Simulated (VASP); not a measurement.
# SrCl2 (I4/mmm) in VASP: further runs

SrCl2 is run at these levels: PBE; tasks: single point.

Program: VASP 6.6.1. These are calculated values, not measurements. Logs are shortened: lines on timing, memory, paths and dates and some standing lists are left out, and cuts for length are marked.

## 1. The cell of the first run

It takes space group I4/mmm (No. 139, tetragonal). Conventional cell: a = 4.929 Å, b = 4.929 Å, c = 6.692 Å, α = 90.00°, β = 90.00°, γ = 90.00°. Sr (site symmetry 4/mmm) has 8 Cl at 2.98 Å within 3.9 Å. Cl (site symmetry -4m2) has 4 Sr at 2.98 Å and 6 Cl at 3.35 to 3.49 Å within 3.9 Å.

## 2. Single point, PBE (strain +0.000 along x and y, -0.040 along z)

INCAR

```
PREC = Accurate
ENCUT = 520
EDIFF = 1E-6
ISMEAR = 0
SIGMA = 0.05
LREAL = F
LASPH = T
NELM = 100
ALGO = Normal
ISIF = 2
LWAVE = F
LCHARG = F
GGA = PE
NBANDS = 19
```

KPOINTS

```
Automatic mesh
0
Gamma
  6 6 6
```

POSCAR

```
SrCl2
1.0
    0.0000000000      3.4855000000      3.3460800000
    3.4855000000      0.0000000000      3.3460800000
    3.4855000000      3.4855000000      0.0000000000
Sr Cl
1 2
Direct
    0.0000000000      0.0000000000      0.0000000000
    0.2500000000      0.2500000000      0.2500000000
    0.7500000000      0.7500000000      0.7500000000
```

Potentials or basis: VASP PAW PBE potentials, release 64 (Sr_sv, Cl).

On the command line:

```
$ cat potpaw_PBE.64/Sr_sv/POTCAR potpaw_PBE.64/Cl/POTCAR > POTCAR
$ mpirun -np 1 vasp_std > vasp.out
```

OUTCAR:

```text
PREC = Accurate
   ENCUT = 520
   EDIFF = 1E-6
   ISMEAR = 0
   LREAL = F
   LASPH = T
   NELM = 100
   ISIF = 2
   GGA = PE

 ion  position               nearest neighbor table
   1  0.000  0.000  0.000-   3 2.98   3 2.98   3 2.98   2 2.98   3 2.98   2 2.98   2 2.98   2 2.98

   2  0.250  0.250  0.250-   1 2.98   1 2.98   1 2.98   1 2.98
   3  0.750  0.750  0.750-   1 2.98   1 2.98   1 2.98   1 2.98

  LATTYP: Found a body centered tetragonal cell.
 ALAT       =     4.9292413717
 C/A-ratio  =     1.3576450199

  Lattice vectors:

 A1 = (   0.0000000000,  -3.4855000000,  -3.3460800000)
 A2 = (   0.0000000000,   3.4855000000,  -3.3460800000)
 A3 = (   3.4855000000,   0.0000000000,   3.3460800000)

Analysis of symmetry for initial positions (statically):
=====================================================================
 Subroutine PRICEL returns:
 Original cell was already a primitive cell.

 Routine SETGRP: Setting up the symmetry group for a
 body centered tetragonal supercell.

 Subroutine GETGRP returns: Found 16 space group operations
 (whereof 16 operations were pure point group operations)
 out of a pool of 16 trial point group operations.

The static configuration has the point symmetry D_4h.

Analysis of symmetry for dynamics (positions and initial velocities):
=====================================================================
 Subroutine PRICEL returns:
 Original cell was already a primitive cell.

 Routine SETGRP: Setting up the symmetry group for a
 body centered tetragonal supercell.

 Subroutine GETGRP returns: Found 16 space group operations
 (whereof 16 operations were pure point group operations)
 out of a pool of 16 trial point group operations.

The dynamic configuration has the point symmetry D_4h.

 Subroutine INISYM returns: Found 16 space group operations
 (whereof 16 operations are pure point group operations),
 and found     1 'primitive' translations

----------------------------------------------------------------------------------------

                                     Primitive cell

  volume of cell :      81.3011

  direct lattice vectors                    reciprocal lattice vectors
     0.000000000  3.485500000  3.346080000    -0.143451442  0.143451442  0.149428585
     3.485500000  0.000000000  3.346080000     0.143451442 -0.143451442  0.149428585
     3.485500000  3.485500000  0.000000000     0.143451442  0.143451442 -0.149428585

  length of vectors
     4.831662407  4.831662407  4.929241372     0.251963359  0.251963359  0.251963359

  position of ions in fractional coordinates (direct lattice)
     0.000000000  0.000000000  0.000000000
     0.250000000  0.250000000  0.250000000
     0.750000000  0.750000000  0.750000000

  ion indices of the primitive-cell ions
   primitive index   ion index
                 1           1
                 2           2
                 3           3

----------------------------------------------------------------------------------------

 KPOINTS: Automatic mesh

Automatic generation of k-mesh.
 Grid dimensions read from file:
 generate k-points for:    6    6    6

 Generating k-lattice:

  Cartesian coordinates                     Fractional coordinates (reciprocal lattice)
    -0.023908574  0.023908574  0.024904764     0.166666667  0.000000000  0.000000000
     0.023908574 -0.023908574  0.024904764     0.000000000  0.166666667  0.000000000
     0.023908574  0.023908574 -0.024904764    -0.000000000 -0.000000000  0.166666667

  Length of vectors
     0.041993893  0.041993893  0.041993893

  Shift w.r.t. Gamma in fractional coordinates (k-lattice)
     0.000000000  0.000000000  0.000000000

 Subroutine IBZKPT returns following result:
 ===========================================

 Found     30 irreducible k-points:

 Following reciprocal coordinates:
            Coordinates               Weight
  0.000000  0.000000  0.000000      1.000000
  0.166667  0.000000  0.000000      8.000000
  0.333333  0.000000  0.000000      8.000000
  0.500000  0.000000  0.000000      4.000000
  0.166667  0.166667  0.000000      2.000000
  0.333333  0.166667  0.000000      8.000000
[... 16 lines left out ...]
  0.333333  0.000000  0.333333      4.000000
  0.500000  0.000000  0.333333     16.000000
 [... further k-points ...]
   k-points           NKPTS =     30   k-points in BZ     NKDIM =     30   number of bands    NBANDS=     19
   number of dos      NEDOS =    301   number of ions     NIONS =      3
   total plane-waves  NPLWV =  51840
   dimension x,y,z NGX =    36 NGY =   36 NGZ =   40
   dimension x,y,z NGXF=    72 NGYF=   72 NGZF=   80
   ions per type =               1   2
   NGX,Y,Z   is equivalent  to a cutoff of  12.39, 12.39, 13.49 a.u.
   NGXF,Y,Z  is equivalent  to a cutoff of  24.77, 24.77, 26.98 a.u.
 SYSTEM =  unknown system
   PREC   = accura    normal or accurate (medium, high low for compatibility)
   ISTART =      0    job   : 0-new  1-cont  2-samecut
   ICHARG =      2    charge: 1-file 2-atom 10-const
   ISPIN  =      1    spin polarized calculation?
   LNONCOLLINEAR =      F non collinear calculations
   LSORBIT =      F    spin-orbit coupling
   LASPH  =      T    aspherical Exc in radial PAW
   ENCUT  =  520.0 eV  38.22 Ry    6.18 a.u.   8.98  8.98  9.17*2*pi/ulx,y,z
   NELM   =    100;   NELMIN=  2; NELMDL= -5     # of ELM steps
   EDIFF  = 0.1E-05   stopping-criterion for ELM
   LREAL  =      F    real-space projection
   EDIFFG = 0.1E-04   stopping-criterion for IOM
   NSW    =      0    number of steps for IOM
   IBRION =     -1    ionic relax: 0-MD 1-quasi-New 2-CG
   NFREE  =      0    steps in history (QN), initial steepest desc. (CG)
   ISIF   =      2    stress and relaxation
   ISYM   =      2    0-nonsym 1-usesym 2-fastsym
   POTIM  = 0.5000    time-step for ionic-motion
   TEBEG  =    0.0;   TEEND  =   0.0 temperature during run
   PSTRESS=    0.0 pullay stress
   NELECT =      24.0000    total number of electrons
   NUPDOWN=      -1.0000    fix difference up-down
   EMIN   =  10.00;   EMAX   =-10.00  energy-range for DOS
   EFERMI =   0.00;   METHOD = LEGACY
   ISMEAR =     0;   SIGMA  =   0.05  broadening in eV -4-tet -1-fermi 0-gaus
   EFERMI_NEDOS =   21; number of points for ismear=-14 and -15
   IALGO  =     38    algorithm
   IMIX   =      4    mixing-type and parameters
     AMIX     =   0.40;   BMIX     =  1.00
     AMIX_MAG =   1.60;   BMIX_MAG =  1.00
  volume/ion in A,a.u.               =      27.10       182.88
  Fermi-wavevector in a.u.,A,eV,Ry     =   1.090050  2.059896 16.166565  1.188209
  Thomas-Fermi vector in A             =   2.226266
   LORBIT       =      0    0 simple, 1 ext, 2 COOP (PROOUT), +10 PAW based schemes
   GGA     = PE    functional components
   LHFCALC =     F    Hartree Fock is set to
   AEXX    =    0.0000 exact exchange contribution
   IVDW    =     0    specifies the selected vdW correction
   LEPSILON=     F    determine dielectric tensor
   LRPA    =     F    only Hartree local field effects (RPA)
 non-spin polarized calculation
 Gauss-broadening in eV      SIGMA  =   0.05
  energy-cutoff  :      520.00
  volume of cell :       81.30
 maximum number of plane-waves:      2223
   NGX = 17   NGY = 17   NGZ = 19

 number of electron      24.0000000 magnetization

 Free energy of the ion-electron system (eV)
  ---------------------------------------------------
  ext. energy  EPLUGINS =         0.00000000
  ---------------------------------------------------
  free energy    TOTEN  =       -12.72152336 eV

  energy without entropy =      -12.72152336  energy(sigma->0) =      -12.72152336

 E-fermi :   0.9272     XC(G=0):  -8.4710

 val. band max:        0.6364580535   @ k =   0.5000   0.5000   0.0000
 cond. band min:       5.8961431008   @ k =   0.0000   0.0000   0.0000
 fundamental gap:      5.2596850472
 Fermi energy:         0.9271631963

 k-point     1 :       0.0000    0.0000    0.0000
  band No.  band energies     occupation
      1     -32.3074      2.00000
      2     -14.3246      2.00000
      3     -14.3154      2.00000
      4     -14.3154      2.00000
      5     -12.9970      2.00000
      6     -12.0458      2.00000
[... 11 lines left out ...]
     18       9.6894      0.00000
     19       9.9747      0.00000

 k-point     2 :       0.1667    0.0000    0.0000
  band No.  band energies     occupation
      1     -32.3064      2.00000
      2     -14.4400      2.00000
      3     -14.3252      2.00000
      4     -14.3203      2.00000
      5     -12.8075      2.00000
      6     -12.1092      2.00000
[... 11 lines left out ...]
     18       9.3261      0.00000
     19      10.4193      0.00000

 k-point     3 :       0.3333    0.0000    0.0000
  band No.  band energies     occupation
      1     -32.3043      2.00000
      2     -14.6166      2.00000
      3     -14.3328      2.00000
      4     -14.3299      2.00000
      5     -12.5722      2.00000
      6     -12.1462      2.00000
[... 11 lines left out ...]
     18       9.1970      0.00000
     19       9.7604      0.00000

 k-point     4 :       0.5000    0.0000    0.0000
  band No.  band energies     occupation
      1     -32.3032      2.00000
      2     -14.6858      2.00000
      3     -14.3366      2.00000
      4     -14.3347      2.00000
      5     -12.5559      2.00000
      6     -12.0762      2.00000
[... 407 lines left out ...]
     18      10.2934      0.00000
     19      10.7486      0.00000

 k-point    23 :       0.3333    0.0000    0.3333
  band No.  band energies     occupation
      1     -32.3034      2.00000
      2     -14.6884      2.00000
      3     -14.3570      2.00000
      4     -14.3417      2.00000
      5     -12.3034      2.00000
      6     -12.2819      2.00000
[... 11 lines left out ...]
     18       8.4987      0.00000
     19      10.2208      0.00000

 k-point    24 :       0.5000    0.0000    0.3333
  band No.  band energies     occupation
      1     -32.3023      2.00000
      2     -14.7117      2.00000
      3     -14.4128      2.00000
      4     -14.3526      2.00000
      5     -12.3088      2.00000
      6     -12.1710      2.00000
[... 11 lines left out ...]
     18       9.6104      0.00000
     19      10.5036      0.00000

 [... further k-points ...]

------------------------ aborting loop because EDIFF is reached ----------------------------------------

  FORCE on cell =-STRESS in cart. coord.  units (eV):
  Direction    XX          YY          ZZ          XY          YZ          ZX
  --------------------------------------------------------------------------------------
  -------------------------------------------------------------------------------------
  Total        1.0939571      1.0939571      2.2591801      0.0000000      0.0000000     -0.0000000
  in kB       21.5582930     21.5582930     44.5210037      0.0000000      0.0000000     -0.0000000
  external PRESSURE =      29.2125299 kB  Pullay stress =       0.0000000 kB

 VOLUME and BASIS-vectors are now :
 -----------------------------------------------------------------------------
  energy-cutoff  :      520.00
  volume of cell :       81.30
      direct lattice vectors                 reciprocal lattice vectors
     0.000000000  3.485500000  3.346080000    -0.143451442  0.143451442  0.149428585
     3.485500000  0.000000000  3.346080000     0.143451442 -0.143451442  0.149428585
     3.485500000  3.485500000  0.000000000     0.143451442  0.143451442 -0.149428585

 POSITION                                       TOTAL-FORCE (eV/Angst)
 -----------------------------------------------------------------------------------
      0.00000      0.00000      0.00000         0.000000      0.000000      0.000000
      1.74275      1.74275      1.67304        -0.000000     -0.000000     -0.000000
      5.22825      5.22825      5.01912         0.000000      0.000000      0.000000
 -----------------------------------------------------------------------------------
    total drift:                                0.000000      0.000000      0.000000

  FREE ENERGIE OF THE ION-ELECTRON SYSTEM (eV)
  ---------------------------------------------------
  free  energy   TOTEN  =       -12.7215233623 eV

  energy  without entropy=      -12.7215233623  energy(sigma->0) =      -12.72152336
```

It took 33 s on 1 thread of AMD EPYC 7R13 (Zen 3), shared host; peak memory 0.2 GiB.

What came out:

- Free energy: -12.7215 eV
- Pressure: 2.9 GPa
- Band gap on the k mesh: 5.26 eV (least direct gap 5.29 eV)

Stress tensor (GPa, compression positive):
```
2.16 0.00 0.00
0.00 2.16 0.00
0.00 0.00 4.45
```

Levels at points of the mesh, in eV from the valence-band top:
```tsv
k point	band 9	band 10	band 11	band 12	band 13	band 14	band 15	band 16
(0.00, 0.00, 0.00)	-2.42	-0.65	-0.65	-0.31	5.26	5.74	6.09	8.85
(0.50, 0.00, 0.00)	-1.75	-1.59	-1.30	-1.28	6.52	6.59	7.44	7.73
(0.50, 0.50, 0.00)	-2.17	-0.69	-0.69	0.00	5.29	7.18	7.51	8.10
(0.50, 0.00, 0.50)	-2.08	-0.78	-0.39	-0.27	5.28	6.86	7.53	7.82
```

Caveat: the cell differs from its parent crystal (strain +0.000 along x and y, -0.040 along z).

(Part 1 of 2 ends here.)
